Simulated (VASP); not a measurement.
# Rh (I4/mmm) in VASP: single point with r2SCAN

Aim: the single point of Rh with r2SCAN.

Program: VASP 6.6.1. These are calculated values, not measurements. Logs are shortened: lines on timing, memory, paths and dates and some standing lists are left out, and cuts for length are marked.

## Step 1: The cell of the first run

Symmetry: I4/mmm, No. 139, tetragonal system. Conventional cell: a = 2.689 Å, b = 2.689 Å, c = 3.898 Å, α = 90.00°, β = 90.00°, γ = 90.00°. Within 3.5 Å of Rh (site symmetry 4/mmm) lie 12 Rh at 2.69 to 2.72 Å.

## Step 2: Single point, r2SCAN (strain +0.000 along x and y, +0.025 along z)

File POSCAR:

```
Rh
1.0
    0.0000000000      1.9015500000      1.9490887500
    1.9015500000      0.0000000000      1.9490887500
    1.9015500000      1.9015500000      0.0000000000
Rh
1
Direct
    0.0000000000      0.0000000000      0.0000000000
```

File INCAR.step1:

```
  ALGO = Normal
  EDIFF = 1E-5
  ENCUT = 680
  GGA = PE
  GGA_COMPAT = False
  ISMEAR = 0
  LASPH = True
  LCHARG = False
  LREAL = False
  LWAVE = True
  NBANDS = 14
  NELM = 120
  PREC = Accurate
  SIGMA = 0.15
```

File INCAR.step2:

```
  ALGO = Normal
  EDIFF = 1E-6
  ENCUT = 680
  GGA_COMPAT = False
  ISIF = 2
  ISMEAR = 0
  ISTART = 1
  LASPH = True
  LCHARG = True
  LELF = True
  LMIXTAU = True
  LREAL = False
  LVHAR = True
  LWAVE = False
  METAGGA = R2SCAN
  NBANDS = 14
  NELM = 120
  PREC = Accurate
  SIGMA = 0.15
```

File KPOINTS:

```
k-points
0
Gamma
  22 22 22
```

Potentials or basis: VASP PAW PBE potentials, release 64 (Rh_sv_GW).

Run with:

```sh
$ cat potpaw_PBE.64/Rh_sv_GW/POTCAR > POTCAR
$ cp INCAR.step1 INCAR
$ mpirun -np 1 vasp_std > vasp.out
$ cp INCAR.step2 INCAR
$ mpirun -np 1 vasp_std > vasp.out
```

OUTCAR:

```text
EDIFF = 1E-6
   ENCUT = 680
   ISIF = 2
   ISMEAR = 0
   ISTART = 1
   LASPH = True
   LREAL = False
   METAGGA = R2SCAN
   NELM = 120
   PREC = Accurate

 ion  position               nearest neighbor table
   1  0.000  0.000  0.000-

  LATTYP: Found a body centered tetragonal cell.
 ALAT       =     2.6891977995
 C/A-ratio  =     1.4495689014

  Lattice vectors:

 A1 = (  -1.9015500000,   0.0000000000,   1.9490887500)
 A2 = (   1.9015500000,   0.0000000000,   1.9490887500)
 A3 = (   0.0000000000,   1.9015500000,  -1.9490887500)

Analysis of symmetry for initial positions (statically):
=====================================================================
 Subroutine PRICEL returns:
 Original cell was already a primitive cell.

 Routine SETGRP: Setting up the symmetry group for a
 body centered tetragonal supercell.

 Subroutine GETGRP returns: Found 16 space group operations
 (whereof 16 operations were pure point group operations)
 out of a pool of 16 trial point group operations.

The static configuration has the point symmetry D_4h.

Analysis of symmetry for dynamics (positions and initial velocities):
=====================================================================
 Subroutine PRICEL returns:
 Original cell was already a primitive cell.

 Routine SETGRP: Setting up the symmetry group for a
 body centered tetragonal supercell.

 Subroutine GETGRP returns: Found 16 space group operations
 (whereof 16 operations were pure point group operations)
 out of a pool of 16 trial point group operations.

The dynamic configuration has the point symmetry D_4h.

 Subroutine INISYM returns: Found 16 space group operations
 (whereof 16 operations are pure point group operations),
 and found     1 'primitive' translations

----------------------------------------------------------------------------------------

                                     Primitive cell

  volume of cell :      14.0954

  direct lattice vectors                    reciprocal lattice vectors
     0.000000000  1.901550000  1.949088750    -0.262943388  0.262943388  0.256530135
     1.901550000  0.000000000  1.949088750     0.262943388 -0.262943388  0.256530135
     1.901550000  1.901550000  0.000000000     0.262943388  0.262943388 -0.256530135

  length of vectors
     2.723020264  2.723020264  2.689197800     0.451758963  0.451758963  0.451758963

  position of ions in fractional coordinates (direct lattice)
     0.000000000  0.000000000  0.000000000

  ion indices of the primitive-cell ions
   primitive index   ion index
                 1           1

----------------------------------------------------------------------------------------

 KPOINTS: k-points

Automatic generation of k-mesh.
 Grid dimensions read from file:
 generate k-points for:   22   22   22

 Generating k-lattice:

  Cartesian coordinates                     Fractional coordinates (reciprocal lattice)
    -0.011951972  0.011951972  0.011660461     0.045454545  0.000000000  0.000000000
     0.011951972 -0.011951972  0.011660461     0.000000000  0.045454545  0.000000000
     0.011951972  0.011951972 -0.011660461     0.000000000  0.000000000  0.045454545

  Length of vectors
     0.020534498  0.020534498  0.020534498

  Shift w.r.t. Gamma in fractional coordinates (k-lattice)
     0.000000000  0.000000000  0.000000000

 Subroutine IBZKPT returns following result:
 ===========================================

 Found    834 irreducible k-points:

 Following reciprocal coordinates:
            Coordinates               Weight
  0.000000  0.000000  0.000000      1.000000
  0.045455  0.000000  0.000000      8.000000
  0.090909  0.000000  0.000000      8.000000
  0.136364  0.000000  0.000000      8.000000
  0.181818  0.000000  0.000000      8.000000
  0.227273  0.000000  0.000000      8.000000
[... 16 lines left out ...]
  0.500000  0.045455  0.000000      8.000000
 -0.454545  0.045455  0.000000      8.000000
 [... further k-points ...]
   k-points           NKPTS =    834   k-points in BZ     NKDIM =    834   number of bands    NBANDS=     14
   number of dos      NEDOS =    301   number of ions     NIONS =      1
   total plane-waves  NPLWV =  13824
   dimension x,y,z NGX =    24 NGY =   24 NGZ =   24
   dimension x,y,z NGXF=    48 NGYF=   48 NGZF=   48
   ions per type =               1
   NGX,Y,Z   is equivalent  to a cutoff of  14.65, 14.65, 14.84 a.u.
   NGXF,Y,Z  is equivalent  to a cutoff of  29.30, 29.30, 29.67 a.u.
 SYSTEM =  unknown system
   PREC   = accura    normal or accurate (medium, high low for compatibility)
   ISTART =      1    job   : 0-new  1-cont  2-samecut
   ICHARG =      0    charge: 1-file 2-atom 10-const
   ISPIN  =      1    spin polarized calculation?
   LNONCOLLINEAR =      F non collinear calculations
   LSORBIT =      F    spin-orbit coupling
   LASPH  =      T    aspherical Exc in radial PAW
   ENCUT  =  680.0 eV  49.98 Ry    7.07 a.u.   5.79  5.79  5.72*2*pi/ulx,y,z
   NELM   =    120;   NELMIN=  2; NELMDL=  0     # of ELM steps
   EDIFF  = 0.1E-05   stopping-criterion for ELM
   LREAL  =      F    real-space projection
   EDIFFG = 0.1E-04   stopping-criterion for IOM
   NSW    =      0    number of steps for IOM
   IBRION =     -1    ionic relax: 0-MD 1-quasi-New 2-CG
   NFREE  =      0    steps in history (QN), initial steepest desc. (CG)
   ISIF   =      2    stress and relaxation
   ISYM   =      2    0-nonsym 1-usesym 2-fastsym
   POTIM  = 0.5000    time-step for ionic-motion
   TEBEG  =    0.0;   TEEND  =   0.0 temperature during run
   PSTRESS=    0.0 pullay stress
   NELECT =      17.0000    total number of electrons
   NUPDOWN=      -1.0000    fix difference up-down
   EMIN   =  10.00;   EMAX   =-10.00  energy-range for DOS
   EFERMI =   0.00;   METHOD = LEGACY
   ISMEAR =     0;   SIGMA  =   0.15  broadening in eV -4-tet -1-fermi 0-gaus
   EFERMI_NEDOS =   21; number of points for ismear=-14 and -15
   IALGO  =     38    algorithm
   IMIX   =      4    mixing-type and parameters
     AMIX     =   0.40;   BMIX     =  1.00
     AMIX_MAG =   1.60;   BMIX_MAG =  1.00
  volume/ion in A,a.u.               =      14.10        95.12
  Fermi-wavevector in a.u.,A,eV,Ry     =   1.742604  3.293045 41.316398  3.036670
  Thomas-Fermi vector in A             =   2.814837
   LORBIT       =      0    0 simple, 1 ext, 2 COOP (PROOUT), +10 PAW based schemes
   METAGGA = R2SCAN    functional components
   LHFCALC =     F    Hartree Fock is set to
   AEXX    =    0.0000 exact exchange contribution
   IVDW    =     0    specifies the selected vdW correction
   LEPSILON=     F    determine dielectric tensor
   LRPA    =     F    only Hartree local field effects (RPA)
 non-spin polarized calculation
 Gauss-broadening in eV      SIGMA  =   0.15
  energy-cutoff  :      680.00
  volume of cell :       14.10
 maximum number of plane-waves:       588
   NGX = 11   NGY = 11   NGZ = 11

 number of electron      16.9999998 magnetization

 Free energy of the ion-electron system (eV)
  ---------------------------------------------------
  ext. energy  EPLUGINS =         0.00000000
  ---------------------------------------------------
  free energy    TOTEN  =       -23.28108063 eV

  energy without entropy =      -23.26599477  energy(sigma->0) =      -23.27353770

 E-fermi :  10.2538     XC(G=0): -15.0862

 val. band max:       10.2537400530   @ k =  -0.1818   0.1364   0.0455
 cond. band min:      10.2547475792   @ k =   0.3636   0.0455   0.0000
 fundamental gap:      0.0010075262
 Fermi energy:        10.2537599234

 k-point     1 :       0.0000    0.0000    0.0000
  band No.  band energies     occupation
      1     -70.8303      2.00000
      2     -37.5008      2.00000
      3     -37.4867      2.00000
      4     -37.4867      2.00000
      5       2.2988      2.00000
      6       7.0406      2.00000
      7       7.3116      2.00000
      8       7.3116      2.00000
      9       9.0634      2.00000
     10       9.3853      2.00000
     11      26.7653      0.00000
     12      31.7793      0.00000
     13      32.5164      0.00000
     14      32.5164      0.00000

 k-point     2 :       0.0455    0.0000    0.0000
  band No.  band energies     occupation
      1     -70.8280      2.00000
      2     -37.5098      2.00000
      3     -37.4950      2.00000
      4     -37.4885      2.00000
      5       2.3838      2.00000
      6       7.0493      2.00000
      7       7.2983      2.00000
      8       7.3446      2.00000
      9       9.0480      2.00000
     10       9.3641      2.00000
     11      26.8849      0.00000
     12      31.6214      0.00000
     13      32.3326      0.00000
     14      32.6377      0.00000

 k-point     3 :       0.0909    0.0000    0.0000
  band No.  band energies     occupation
      1     -70.8216      2.00000
      2     -37.5505      2.00000
      3     -37.5045      2.00000
      4     -37.4936      2.00000
      5       2.6319      2.00000
      6       7.0265      2.00000
      7       7.3099      2.00000
      8       7.4360      2.00000
      9       9.0134      2.00000
     10       9.3103      2.00000
     11      27.2168      0.00000
     12      30.7106      0.00000
     13      32.5248      0.00000
     14      32.9937      0.00000
[... 324 lines left out ...]
 k-point    23 :       0.5000    0.0455    0.0000
  band No.  band energies     occupation
      1     -70.7193      2.00000
      2     -38.2015      2.00000
      3     -37.6169      2.00000
      4     -37.5764      2.00000
      5       4.2177      2.00000
      6       6.9239      2.00000
      7       7.3034      2.00000
      8      10.1372      1.72802
      9      10.7633      0.00000
     10      11.9320      0.00000
     11      19.1424      0.00000
     12      26.4381      0.00000
     13      31.6753      0.00000
     14      32.1459      0.00000

 k-point    24 :      -0.4545    0.0455    0.0000
  band No.  band energies     occupation
      1     -70.7199      2.00000
      2     -38.1980      2.00000
      3     -37.6187      2.00000
      4     -37.5732      2.00000
      5       4.2245      2.00000
      6       6.9435      2.00000
      7       7.3007      2.00000
      8      10.1102      1.82407
      9      10.6738      0.00007
     10      11.8998      0.00000
     11      19.2740      0.00000
     12      26.4623      0.00000
     13      31.5471      0.00000
     14      32.4029      0.00000

 [... further k-points ...]

------------------------ aborting loop because EDIFF is reached ----------------------------------------

  FORCE on cell =-STRESS in cart. coord.  units (eV):
  Direction    XX          YY          ZZ          XY          YZ          ZX
  --------------------------------------------------------------------------------------
  -------------------------------------------------------------------------------------
  Total       -0.4409742     -0.4409742     -0.9420334      0.0000000      0.0000000      0.0000000
  in kB      -50.1241053    -50.1241053   -107.0778831      0.0000000      0.0000000      0.0000000
  external PRESSURE =     -69.1086979 kB  Pullay stress =       0.0000000 kB

 VOLUME and BASIS-vectors are now :
 -----------------------------------------------------------------------------
  energy-cutoff  :      680.00
  volume of cell :       14.10
      direct lattice vectors                 reciprocal lattice vectors
     0.000000000  1.901550000  1.949088750    -0.262943388  0.262943388  0.256530135
     1.901550000  0.000000000  1.949088750     0.262943388 -0.262943388  0.256530135
     1.901550000  1.901550000  0.000000000     0.262943388  0.262943388 -0.256530135

 POSITION                                       TOTAL-FORCE (eV/Angst)
 -----------------------------------------------------------------------------------
      0.00000      0.00000      0.00000        -0.000000      0.000000      0.000000
 -----------------------------------------------------------------------------------
    total drift:                                0.000000      0.000000      0.000000

  FREE ENERGIE OF THE ION-ELECTRON SYSTEM (eV)
  ---------------------------------------------------
  free  energy   TOTEN  =       -23.2810806307 eV

  energy  without entropy=      -23.2659947682  energy(sigma->0) =      -23.27353770
```

Run time: 8.5 min. Hardware: 1 thread of Intel Xeon Platinum 8259CL at 2.50GHz (Skylake/Cascade Lake), shared host; peak memory 0.43 GiB.

What came out:

```
Free energy            : -23.2811 eV
Pressure               : -6.9 GPa
Band gap on the k mesh : zero (an odd number of electrons rules out a gap without spin polarisation)
```

Levels at points of the mesh, in eV from the Fermi level:
```csv
k point,band 5,band 6,band 7,band 8,band 9,band 10,band 11,band 12
"(0.00, 0.00, 0.00)",-7.95,-3.21,-2.94,-2.94,-1.19,-0.87,16.51,21.53
"(0.50, 0.00, 0.00)",-6.10,-3.28,-3.01,0.50,0.63,0.94,8.85,16.09
"(0.50, 0.50, 0.00)",-6.28,-5.91,0.51,0.99,0.99,3.10,12.10,14.13
"(0.50, 0.00, 0.50)",-6.29,-5.93,0.48,0.90,1.13,3.64,12.80,13.54
```

Caveat: the cell differs from its parent crystal (strain +0.000 along x and y, +0.025 along z); the stress differs along the axes, from -11 to -5 GPa; the PAW data sets were made with another functional, which shifts forces and pressure a little.
